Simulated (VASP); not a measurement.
# GaP (F-43m) in VASP: a series of runs

The runs below take GaP through single point, with LDA.

Program: VASP 6.6.1. These are calculated values, not measurements. Logs are shortened: lines on timing, memory, paths and dates and some standing lists are left out, and cuts for length are marked.

### 1 The cell of the first run

It takes space group F-43m (No. 216, cubic). The conventional cell has a = 5.391 Å, b = 5.391 Å, c = 5.391 Å, α = 90.00°, β = 90.00°, γ = 90.00°. Within 3.1 Å of Ga (site symmetry -43m) lie 4 P at 2.33 Å. Within 3.1 Å of P (site symmetry -43m) lie 4 Ga at 2.33 Å.

### 2 Single point, LDA

Contents of INCAR:

```
SYSTEM = GaP
ALGO     = Normal         ! electronic algorithm
EDIFF    = 1E-6           ! SCF threshold, eV
ENCUT    = 500            ! plane-wave cutoff, eV
GGA      = CA             ! functional
GGA_COMPAT= .FALSE.      
ISIF     = 2              ! what is computed and relaxed
ISMEAR   = 0              ! smearing method
LASPH    = .TRUE.         ! aspherical terms in the spheres
LCHARG   = .TRUE.         ! write CHGCAR
LELF     = .TRUE.         ! ELF
LREAL    = .FALSE.        ! projectors in reciprocal space
LVHAR    = .TRUE.       
LWAVE    = .FALSE.        ! write WAVECAR
NBANDS   = 16             ! bands
NELM     = 120            ! most SCF steps
PREC     = Accurate       ! precision mode
SIGMA    = 0.02           ! smearing width, eV
```

Contents of KPOINTS:

```
k-points
0
G
  10 10 10
  0 0 0
```

Contents of POSCAR:

```
GaP
1.0
    0.0000000000      2.6957342107      2.6957342107
    2.6957342107      0.0000000000      2.6957342107
    2.6957342107      2.6957342107      0.0000000000
Ga P
1 1
Direct
    0.0000000000      0.0000000000      0.0000000000
    0.2500000000      0.2500000000      0.2500000000
```

Potentials or basis: VASP PAW LDA potentials, release 64 (Ga_d, P).

The run is started by

```
$ cat potpaw_LDA.64/Ga_d/POTCAR potpaw_LDA.64/P/POTCAR > POTCAR
$ mpirun -np 1 vasp_std > vasp.out
```

OUTCAR:

```text
SYSTEM = GaP
   EDIFF = 1E-6
   ENCUT = 500
   GGA = CA
   ISIF = 2
   ISMEAR = 0
   LASPH = .TRUE.
   LREAL = .FALSE.
   NELM = 120
   PREC = Accurate

 ion  position               nearest neighbor table
   1  0.000  0.000  0.000-   2 2.33   2 2.33   2 2.33   2 2.33
   2  0.250  0.250  0.250-   1 2.33   1 2.33   1 2.33   1 2.33

  LATTYP: Found a face centered cubic cell.
 ALAT       =     5.3914684214

  Lattice vectors:

 A1 = (   0.0000000000,   2.6957342107,   2.6957342107)
 A2 = (   2.6957342107,   0.0000000000,   2.6957342107)
 A3 = (   2.6957342107,   2.6957342107,   0.0000000000)

Analysis of symmetry for initial positions (statically):
=====================================================================
 Subroutine PRICEL returns:
 Original cell was already a primitive cell.

 Routine SETGRP: Setting up the symmetry group for a
 face centered cubic supercell.

 Subroutine GETGRP returns: Found 24 space group operations
 (whereof 24 operations were pure point group operations)
 out of a pool of 48 trial point group operations.

The static configuration has the point symmetry T_d .

Analysis of symmetry for dynamics (positions and initial velocities):
=====================================================================
 Subroutine PRICEL returns:
 Original cell was already a primitive cell.

 Routine SETGRP: Setting up the symmetry group for a
 face centered cubic supercell.

 Subroutine GETGRP returns: Found 24 space group operations
 (whereof 24 operations were pure point group operations)
 out of a pool of 48 trial point group operations.

The dynamic configuration has the point symmetry T_d .

 Subroutine INISYM returns: Found 24 space group operations
 (whereof 24 operations are pure point group operations),
 and found     1 'primitive' translations

----------------------------------------------------------------------------------------

                                     Primitive cell

  volume of cell :      39.1797

  direct lattice vectors                    reciprocal lattice vectors
     0.000000000  2.695734211  2.695734211    -0.185478226  0.185478226  0.185478226
     2.695734211  0.000000000  2.695734211     0.185478226 -0.185478226  0.185478226
     2.695734211  2.695734211  0.000000000     0.185478226  0.185478226 -0.185478226

  length of vectors
     3.812343881  3.812343881  3.812343881     0.321257712  0.321257712  0.321257712

  position of ions in fractional coordinates (direct lattice)
     0.000000000  0.000000000  0.000000000
     0.250000000  0.250000000  0.250000000

  ion indices of the primitive-cell ions
   primitive index   ion index
                 1           1
                 2           2

----------------------------------------------------------------------------------------

 KPOINTS: k-points

Automatic generation of k-mesh.
 Grid dimensions read from file:
 generate k-points for:   10   10   10

 Generating k-lattice:

  Cartesian coordinates                     Fractional coordinates (reciprocal lattice)
    -0.018547823  0.018547823  0.018547823     0.100000000  0.000000000  0.000000000
     0.018547823 -0.018547823  0.018547823     0.000000000  0.100000000  0.000000000
     0.018547823  0.018547823 -0.018547823     0.000000000  0.000000000  0.100000000

  Length of vectors
     0.032125771  0.032125771  0.032125771

  Shift w.r.t. Gamma in fractional coordinates (k-lattice)
     0.000000000  0.000000000  0.000000000

 Subroutine IBZKPT returns following result:
 ===========================================

 Found     47 irreducible k-points:

 Following reciprocal coordinates:
            Coordinates               Weight
  0.000000  0.000000  0.000000      1.000000
  0.100000  0.000000  0.000000      8.000000
  0.200000  0.000000  0.000000      8.000000
  0.300000  0.000000  0.000000      8.000000
  0.400000  0.000000  0.000000      8.000000
  0.500000  0.000000  0.000000      4.000000
[... 16 lines left out ...]
  0.300000  0.300000  0.000000      6.000000
  0.400000  0.300000  0.000000     24.000000
 [... further k-points ...]
   k-points           NKPTS =     47   k-points in BZ     NKDIM =     47   number of bands    NBANDS=     16
   number of dos      NEDOS =    301   number of ions     NIONS =      2
   total plane-waves  NPLWV =  21952
   dimension x,y,z NGX =    28 NGY =   28 NGZ =   28
   dimension x,y,z NGXF=    56 NGYF=   56 NGZF=   56
   ions per type =               1   1
   NGX,Y,Z   is equivalent  to a cutoff of  12.21, 12.21, 12.21 a.u.
   NGXF,Y,Z  is equivalent  to a cutoff of  24.42, 24.42, 24.42 a.u.
 SYSTEM =  GaP
   PREC   = accura    normal or accurate (medium, high low for compatibility)
   ISTART =      0    job   : 0-new  1-cont  2-samecut
   ICHARG =      2    charge: 1-file 2-atom 10-const
   ISPIN  =      1    spin polarized calculation?
   LNONCOLLINEAR =      F non collinear calculations
   LSORBIT =      F    spin-orbit coupling
   LASPH  =      T    aspherical Exc in radial PAW
   ENCUT  =  500.0 eV  36.75 Ry    6.06 a.u.   6.95  6.95  6.95*2*pi/ulx,y,z
   NELM   =    120;   NELMIN=  2; NELMDL= -5     # of ELM steps
   EDIFF  = 0.1E-05   stopping-criterion for ELM
   LREAL  =      F    real-space projection
   EDIFFG = 0.1E-04   stopping-criterion for IOM
   NSW    =      0    number of steps for IOM
   IBRION =     -1    ionic relax: 0-MD 1-quasi-New 2-CG
   NFREE  =      0    steps in history (QN), initial steepest desc. (CG)
   ISIF   =      2    stress and relaxation
   ISYM   =      2    0-nonsym 1-usesym 2-fastsym
   POTIM  = 0.5000    time-step for ionic-motion
   TEBEG  =    0.0;   TEEND  =   0.0 temperature during run
   PSTRESS=    0.0 pullay stress
   NELECT =      18.0000    total number of electrons
   NUPDOWN=      -1.0000    fix difference up-down
   EMIN   =  10.00;   EMAX   =-10.00  energy-range for DOS
   EFERMI =   0.00;   METHOD = LEGACY
   ISMEAR =     0;   SIGMA  =   0.02  broadening in eV -4-tet -1-fermi 0-gaus
   EFERMI_NEDOS =   21; number of points for ismear=-14 and -15
   IALGO  =     38    algorithm
   IMIX   =      4    mixing-type and parameters
     AMIX     =   0.40;   BMIX     =  1.00
     AMIX_MAG =   1.60;   BMIX_MAG =  1.00
  volume/ion in A,a.u.               =      19.59       132.20
  Fermi-wavevector in a.u.,A,eV,Ry     =   1.263219  2.387137 21.711114  1.595722
  Thomas-Fermi vector in A             =   2.396587
   LORBIT       =      0    0 simple, 1 ext, 2 COOP (PROOUT), +10 PAW based schemes
   GGA     = CA    functional components
   LHFCALC =     F    Hartree Fock is set to
   AEXX    =    0.0000 exact exchange contribution
   IVDW    =     0    specifies the selected vdW correction
   LEPSILON=     F    determine dielectric tensor
   LRPA    =     F    only Hartree local field effects (RPA)
 non-spin polarized calculation
 Gauss-broadening in eV      SIGMA  =   0.02
  energy-cutoff  :      500.00
  volume of cell :       39.18
 maximum number of plane-waves:      1010
   NGX = 13   NGY = 13   NGZ = 13

 number of electron      17.9999998 magnetization

 Free energy of the ion-electron system (eV)
  ---------------------------------------------------
  ext. energy  EPLUGINS =         0.00000000
  ---------------------------------------------------
  free energy    TOTEN  =       -10.45298526 eV

  energy without entropy =      -10.45298526  energy(sigma->0) =      -10.45298526

 E-fermi :   4.9843     XC(G=0): -10.3107

 val. band max:        4.8461756976   @ k =   0.0000   0.0000   0.0000
 cond. band min:       6.2472931802   @ k =   0.4000   0.4000   0.0000
 fundamental gap:      1.4011174826
 Fermi energy:         4.9843099078

 k-point     1 :       0.0000    0.0000    0.0000
  band No.  band energies     occupation
      1      -9.9179      2.00000
      2      -9.9179      2.00000
      3      -9.9179      2.00000
      4      -9.8096      2.00000
      5      -9.8096      2.00000
      6      -7.9133      2.00000
[... 8 lines left out ...]
     15      14.6909      0.00000
     16      14.6909      0.00000

 k-point     2 :       0.1000    0.0000    0.0000
  band No.  band energies     occupation
      1      -9.9275      2.00000
      2      -9.9145      2.00000
      3      -9.9145      2.00000
      4      -9.8096      2.00000
      5      -9.8096      2.00000
      6      -7.7776      2.00000
[... 8 lines left out ...]
     15      14.1756      0.00000
     16      14.1756      0.00000

 k-point     3 :       0.2000    0.0000    0.0000
  band No.  band energies     occupation
      1      -9.9509      2.00000
      2      -9.9063      2.00000
      3      -9.9063      2.00000
      4      -9.8092      2.00000
      5      -9.8092      2.00000
      6      -7.3836      2.00000
[... 8 lines left out ...]
     15      13.7236      0.00000
     16      14.8076      0.00000

 k-point     4 :       0.3000    0.0000    0.0000
  band No.  band energies     occupation
      1      -9.9772      2.00000
      2      -9.8978      2.00000
      3      -9.8978      2.00000
      4      -9.8068      2.00000
      5      -9.8068      2.00000
      6      -6.7770      2.00000
[... 8 lines left out ...]
     15      14.1482      0.00000
     16      14.4247      0.00000
[... 324 lines left out ...]
 k-point    22 :      -0.2000    0.2000    0.0000
  band No.  band energies     occupation
      1      -9.9828      2.00000
      2      -9.8921      2.00000
      3      -9.8915      2.00000
      4      -9.8136      2.00000
      5      -9.8051      2.00000
      6      -6.5706      2.00000
[... 8 lines left out ...]
     15      16.1898      0.00000
     16      16.9421      0.00000

 k-point    23 :       0.3000    0.3000    0.0000
  band No.  band energies     occupation
      1     -10.0066      2.00000
      2      -9.8719      2.00000
      3      -9.8719      2.00000
      4      -9.8345      2.00000
      5      -9.7938      2.00000
      6      -6.3870      2.00000
[... 8 lines left out ...]
     15      16.0540      0.00000
     16      18.6619      0.00000

 k-point    24 :       0.4000    0.3000    0.0000
  band No.  band energies     occupation
      1     -10.0191      2.00000
      2      -9.8657      2.00000
      3      -9.8633      2.00000
      4      -9.8375      2.00000
      5      -9.7915      2.00000
      6      -5.8355      2.00000
[... 8 lines left out ...]
     15      16.7267      0.00000
     16      18.6866      0.00000

 [... further k-points ...]

------------------------ aborting loop because EDIFF is reached ----------------------------------------

  FORCE on cell =-STRESS in cart. coord.  units (eV):
  Direction    XX          YY          ZZ          XY          YZ          ZX
  --------------------------------------------------------------------------------------
  -------------------------------------------------------------------------------------
  Total        0.0163622      0.0163622      0.0163622      0.0000000      0.0000000      0.0000000
  in kB        0.6691005      0.6691005      0.6691005      0.0000000      0.0000000      0.0000000
  external PRESSURE =       0.6691005 kB  Pullay stress =       0.0000000 kB

 VOLUME and BASIS-vectors are now :
 -----------------------------------------------------------------------------
  energy-cutoff  :      500.00
  volume of cell :       39.18
      direct lattice vectors                 reciprocal lattice vectors
     0.000000000  2.695734211  2.695734211    -0.185478226  0.185478226  0.185478226
     2.695734211  0.000000000  2.695734211     0.185478226 -0.185478226  0.185478226
     2.695734211  2.695734211  0.000000000     0.185478226  0.185478226 -0.185478226

 POSITION                                       TOTAL-FORCE (eV/Angst)
 -----------------------------------------------------------------------------------
      0.00000      0.00000      0.00000        -0.000000      0.000000      0.000000
      1.34787      1.34787      1.34787         0.000000     -0.000000     -0.000000
 -----------------------------------------------------------------------------------
    total drift:                                0.000000      0.000000      0.000000

  FREE ENERGIE OF THE ION-ELECTRON SYSTEM (eV)
  ---------------------------------------------------
  free  energy   TOTEN  =       -10.4529852566 eV

  energy  without entropy=      -10.4529852566  energy(sigma->0) =      -10.45298526
```

It took 14 s on 1 thread of Intel Xeon Platinum 8559C (Emerald Rapids), shared host; peak memory 0.15 GiB.

What came out:

```
Free energy            : -10.4530 eV
Pressure               : 0.1 GPa
Band gap on the k mesh : 1.40 eV (least direct gap 1.91 eV)
```

A k mesh can miss the band edges.

### 3 Single point, LDA

Contents of INCAR:

```
  PREC = Accurate
  ENCUT = 500
  EDIFF = 1E-6
  ISMEAR = 0
  SIGMA = 0.02
  LREAL = F
  LASPH = T
  NELM = 120
  ALGO = Normal
  ISIF = 2
  LWAVE = F
  LCHARG = T
  GGA = CA
  LELF = T
  LVHAR = T
  NBANDS = 16
  GGA_COMPAT = F
```

Contents of KPOINTS:

```
regular mesh
0
Gamma
  10 10 10
```

POSCAR is that of step 2.

Potentials or basis: VASP PAW LDA potentials, release 64 (Ga_d, P).

The run is started by

```
$ cat potpaw_LDA.64/Ga_d/POTCAR potpaw_LDA.64/P/POTCAR > POTCAR
$ mpirun -np 1 vasp_std > vasp.out
```

Wall time 13 s (1 thread of Intel Xeon Platinum 8559C (Emerald Rapids), shared host); peak memory 0.15 GiB.

The run converged. Its results:

- Free energy: -10.4530 eV
- Pressure: 0.1 GPa
- Band gap on the k mesh: 1.40 eV (least direct gap 1.91 eV)

Levels at points of the mesh, in eV from the valence-band top:
```csv
k point,band 6,band 7,band 8,band 9,band 10,band 11,band 12,band 13
"(0.00, 0.00, 0.00)",-12.76,0.00,0.00,0.00,1.91,3.78,3.78,3.78
"(0.50, 0.00, 0.00)",-10.57,-6.90,-1.18,-1.18,1.62,4.62,4.62,8.11
"(0.50, 0.50, 0.00)",-9.60,-6.99,-2.82,-2.82,1.43,1.65,10.70,10.70
```

A k mesh can miss the band edges.
